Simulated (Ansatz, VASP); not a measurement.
## HfO2: VASP beside Ansatz

```
Hf O
1.0
     3.63438   -0.03915   -0.01192
    -0.03915    3.70472   -0.10240
    -0.01741   -0.14956    5.24718
Hf O
2 4
Cartesian
  1.7852 1.7344 2.5376
  -0.0399 0.0241 0.0187
  -0.0047 1.7808 3.5685
  1.8407 -0.1454 4.2639
  1.7691 -0.1005 1.6256
  -0.0012 1.8311 0.9321
```

Change from the starting cell: all atoms moved at random (sigma 0.03 Å a component), cell strained at random (sigma 0.01).

Alike in both runs: task single point; functional PBE; k mesh 6 × 6 × 4; occupations gaussian, width 0.05 eV; no spin polarisation.

|  | VASP | Ansatz |
| --- | --- | --- |
| version | VASP 6.6.1 | Ansatz 0.2.0 |
| potentials or method | VASP PAW PBE potentials, release 64 (Hf_pv, O), cutoff 520 eV | scalar-relativistic, plane waves, PAW |
| valence electrons in the cell | 44 | 76 |

```csv
,VASP,Ansatz,Ansatz less VASP
gap on the k mesh at the Fermi level (eV),4.29,4.33,+0.040
least direct gap on the mesh (eV),4.45,4.49,+0.039
pressure (GPa),-7.8,-5.0,+2.88
"traceless stress, the component that is largest in VASP (GPa)",5.80,5.56,-0.239
rms of the force components (eV/Å),0.468,0.473,+0.0057
```

Atom by atom the forces differ by 0.028 eV/Å (rms over components). VASP's potentials hold 44 valence electrons a cell and Ansatz's 76, so a difference there can come from the potentials and not from the codes.

Neither program's run includes spin-orbit coupling.
